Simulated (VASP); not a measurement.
Co: single point with PBEsol

The system is Co.

```
Co
1.0
     0.00000    1.79785    1.79785
     1.79785    0.00000    1.79785
     3.59570    3.59570    0.00000
Co
2
Direct
  0.00000 0.00000 0.00000
  0.00000 0.00000 0.50000
```

```
Program                : VASP 6.6.1
Task                   : single point
Functional             : PBEsol
Potentials or basis    : VASP PAW PBE potentials, release 64 (Co)
Cutoff                 : 520 eV
k mesh                 : 12 × 12 × 6
Occupations            : fermi-dirac, width 0.1 eV
Spin                   : collinear spin, antiferromagnetic start
Starting moments       : [3.0, -3.0] μB
Dipole correction      : no
Further INCAR settings : ALGO = Normal; EDIFF = 1e-07; NBANDS = 20
```

```json
{
  "Pressure": "-24.9 GPa",
  "Band gap on the k mesh": "zero (filled and empty bands overlap)",
  "Net moment": "0.00 μB per cell",
  "Site moments": "Co +1.17, -1.17 μB",
  "Valence electrons inside the program's atomic spheres": "Co 8.14"
}
```

Stress tensor (GPa, compression positive):
```
-24.93   1.48  -1.48
  1.48 -24.93  -1.48
 -1.48  -1.48 -24.93
```

Levels at points of the mesh, in eV from the Fermi level:
Spin up:
| k point | band 5 | band 6 | band 7 | band 8 | band 9 | band 10 | band 11 | band 12 | band 13 | band 14 |
| --- | --- | --- | --- | --- | --- | --- | --- | --- | --- | --- |
| (0.00, 0.00, 0.00) | -1.70 | -1.62 | -1.62 | -0.49 | -0.49 | -0.15 | 0.44 | 0.44 | 6.15 | 21.06 |
| (0.50, 0.00, 0.00) | -1.69 | -0.37 | -0.13 | 0.06 | 0.41 | 0.55 | 0.95 | 2.51 | 6.16 | 9.46 |
| (0.00, 0.00, 0.50) | -2.04 | -1.71 | -1.14 | -1.14 | -0.88 | -0.88 | 0.14 | 0.14 | 14.15 | 14.30 |
| (0.50, 0.00, 0.50) | -2.19 | -1.50 | -1.36 | -0.36 | -0.27 | 0.95 | 2.43 | 3.02 | 8.43 | 8.73 |
Spin down:
| k point | band 6 | band 7 | band 8 | band 9 | band 10 | band 11 | band 12 | band 13 |
| --- | --- | --- | --- | --- | --- | --- | --- | --- |
| (0.00, 0.00, 0.00) | -1.62 | -1.62 | -0.49 | -0.49 | -0.15 | 0.44 | 0.44 | 6.15 |
| (0.50, 0.00, 0.00) | -0.37 | -0.13 | 0.06 | 0.41 | 0.55 | 0.95 | 2.51 | 6.16 |
| (0.00, 0.00, 0.50) | -1.71 | -1.14 | -1.14 | -0.88 | -0.88 | 0.14 | 0.14 | 14.15 |
| (0.50, 0.00, 0.50) | -1.50 | -1.36 | -0.36 | -0.27 | 0.95 | 2.43 | 3.02 | 8.43 |

It took 110 s on 1 thread of AMD EPYC 7R43 64-Core Processor (Zen 3), on a shared host, peak memory 0.16 GiB.

Caveat: the PAW data sets were made with another functional, which shifts forces and pressure a little.
